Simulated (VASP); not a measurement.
Input of a VASP 6.6.1 run:

Contents of POSCAR:

```
GaN
1.0
    0.0000000000      2.1352350000      2.1352350000
    2.1352350000      0.0000000000      2.1352350000
    2.1352350000      2.1352350000      0.0000000000
Ga N
1 1
Direct
    0.0000000000      0.0000000000      0.0000000000
    0.5000000000      0.5000000000      0.5000000000
```

Contents of INCAR.step1:

```
SYSTEM = GaN
PREC     = Accurate       ! precision mode
ENCUT    = 520            ! plane-wave cutoff, eV
ISMEAR   = 0              ! smearing method
SIGMA    = 0.05           ! smearing width, eV
LREAL    = .False.        ! projectors in reciprocal space
LASPH    = .True.         ! aspherical terms in the spheres
NELM     = 80             ! most SCF steps
NBANDS   = 16             ! bands
GGA      = PE             ! functional
ALGO     = Normal         ! electronic algorithm
EDIFF    = 1E-4           ! SCF threshold, eV
LWAVE    = .True.         ! write WAVECAR
LCHARG   = .False.        ! write CHGCAR
```

File INCAR.step2:

```
SYSTEM = GaN
PREC     = Accurate       ! precision mode
ENCUT    = 520            ! plane-wave cutoff, eV
EDIFF    = 1E-6           ! SCF threshold, eV
ISMEAR   = 0              ! smearing method
SIGMA    = 0.05           ! smearing width, eV
LREAL    = .False.        ! projectors in reciprocal space
LASPH    = .True.         ! aspherical terms in the spheres
NELM     = 80             ! most SCF steps
ALGO     = Normal         ! electronic algorithm
ISIF     = 2              ! what is computed and relaxed
LWAVE    = .False.        ! write WAVECAR
LCHARG   = .False.        ! write CHGCAR
METAGGA  = R2SCAN         ! meta-GGA
LMIXTAU  = .True.       
NBANDS   = 16             ! bands
ISTART   = 1
```

File KPOINTS:

```
Automatic mesh
0
Gamma
  12 12 12
  0 0 0
```

Potentials or basis: VASP PAW PBE potentials, release 64 (Ga_d, N).

Command:

```sh
$ cat potpaw_PBE.64/Ga_d/POTCAR potpaw_PBE.64/N/POTCAR > POTCAR
$ cp INCAR.step1 INCAR
$ mpirun -np 1 vasp_std > vasp.out
$ cp INCAR.step2 INCAR
$ mpirun -np 1 vasp_std > vasp.out
```

Estimate the band gap on the k mesh.

0.89 eV, indirect (least direct gap 2.92 eV).

Predict the pressure.

-7.4 GPa.

Caveat: the PAW data sets were made with another functional, which shifts forces and pressure a little. r2SCAN opens gaps a little over a GGA but as a rule still falls short of measured ones.
